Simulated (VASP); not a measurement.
Write the native input for VASP 6.6.1 that does the following.

```
Task                   : single point
Functional             : PBE
Potentials or basis    : VASP PAW PBE potentials, release 64 (Nb_sv, C)
Cutoff                 : 520 eV
k mesh                 : 4 × 4 × 4
Occupations            : gaussian, width 0.1 eV
Spin                   : no spin polarisation
Dipole correction      : no
Further INCAR settings : ALGO = Normal; EDIFF = 1e-06; NBANDS = 22
```

The structure of NbC4 lies in POSCAR:

```
NbC4
1.0
    4.3577868200      0.0000000000      0.0000000000
    0.0000000000      4.3577868200      0.0000000000
    0.0000000000      0.0000000000      4.3577868200
Nb C
1 4
Direct
    0.0000000000      0.0000000000      0.0000000000
    0.2437810800      0.7562189200      0.7562189200
    0.7562189200      0.2437810800      0.7562189200
    0.7562189200      0.7562189200      0.2437810800
    0.2437810800      0.2437810800      0.2437810800
```

The input as run:

INCAR

```
SYSTEM = NbC4
ALGO = Normal
EDIFF = 1E-6
ENCUT = 520
GGA = PE
ISIF = 2
ISMEAR = 0
LASPH = .True.
LCHARG = .True.
LELF = .True.
LREAL = .False.
LVHAR = .True.
LWAVE = .False.
NBANDS = 22
NELM = 100
PREC = Accurate
SIGMA = 0.1
```

KPOINTS

```
k-points
0
Gamma
  4 4 4
  0 0 0
```

Potentials or basis: VASP PAW PBE potentials, release 64 (Nb_sv, C).

The run is started by

```console
$ cat potpaw_PBE.64/Nb_sv/POTCAR potpaw_PBE.64/C/POTCAR > POTCAR
$ mpirun -np 1 vasp_std > vasp.out
```

Results of the run:

| Quantity | Value |
| --- | --- |
| Pressure | 9.9 GPa |
| Largest force | 3.851 eV/Å |

Caveat: the k points lie up to 0.36 Å⁻¹ apart; forces of over 1 eV/Å act on the atoms, so gaps and moduli don't describe the material at rest.

It took 9.5 s on 1 thread of AMD EPYC 9R45 96-Core Processor (Zen 5), on a shared host, peak memory 0.15 GiB.
